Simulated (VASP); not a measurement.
**HfO2: single point with PBEsol**

The system is HfO2.

```
Hf O
1.0
     0.00000   -2.52207   -2.52207
     0.00000    2.52207   -2.52207
     5.04413    0.00000    0.00000
Hf O
2 4
Direct
  0.01919 0.98081 0.00000
  0.48081 0.51919 0.50000
  0.99924 0.49924 0.75000
  0.50076 0.00076 0.25000
  0.99924 0.49924 0.25000
  0.50076 0.00076 0.75000
```

This cell differs from its parent crystal: atoms displaced along a vibrational mode.

* Program: VASP 6.6.1
* Task: single point
* Functional: PBEsol
* Potentials or basis: VASP PAW PBE potentials, release 64 (Hf_pv, O)
* Cutoff: 520 eV
* k mesh: 6 × 6 × 6
* Occupations: gaussian, width 0.05 eV
* Spin: no spin polarisation

| Quantity | Value |
| --- | --- |
| Pressure | -2.7 GPa |
| Largest force | 0.627 eV/Å |
| Band gap on the k mesh | 3.70 eV |

Forces on the atoms (eV/Å):
```
Hf   0.000  0.627  0.000
Hf   0.000 -0.627  0.000
O    0.000  0.000 -0.030
O    0.000  0.000  0.030
O    0.000  0.000 -0.030
O    0.000  0.000  0.030
```

Stress tensor (GPa, compression positive):
```
-2.45  0.00  0.00
 0.00 -2.48  0.00
 0.00  0.00 -3.09
```

Levels at points of the mesh, in eV from the valence-band top:
```tsv
k point	band 18	band 19	band 20	band 21	band 22	band 23	band 24	band 25	band 26	band 27
(0.00, 0.00, 0.00)	-1.55	-0.75	-0.66	-0.65	-0.06	3.73	3.80	3.89	5.63	5.73
(0.50, 0.00, 0.00)	-2.76	-2.23	-2.12	-0.75	-0.74	4.26	4.31	4.99	5.59	7.01
(0.50, 0.50, 0.00)	-1.60	-1.57	-1.53	-0.07	0.00	3.70	3.71	5.54	5.56	6.70
(0.00, 0.00, 0.50)	-3.19	-0.76	-0.76	-0.72	-0.72	4.49	4.49	4.64	4.64	8.05
(0.50, 0.00, 0.50)	-2.81	-1.92	-1.92	-1.91	-1.91	4.61	4.61	4.63	4.63	7.11
(0.50, 0.50, 0.50)	-2.65	-1.42	-1.42	-0.26	-0.26	4.79	4.79	5.15	5.15	7.15
```

Run time: 96 s on 1 thread of AMD EPYC 9R45 (Zen 5), with other jobs on the host, peak memory 0.19 GiB.

Caveat: the cell differs from its parent crystal (atoms displaced along a vibrational mode); the PAW data sets were made with another functional, which shifts forces and pressure a little; spin-orbit coupling is left out, which moves the levels of the heavy elements. A k mesh can miss the band edges.
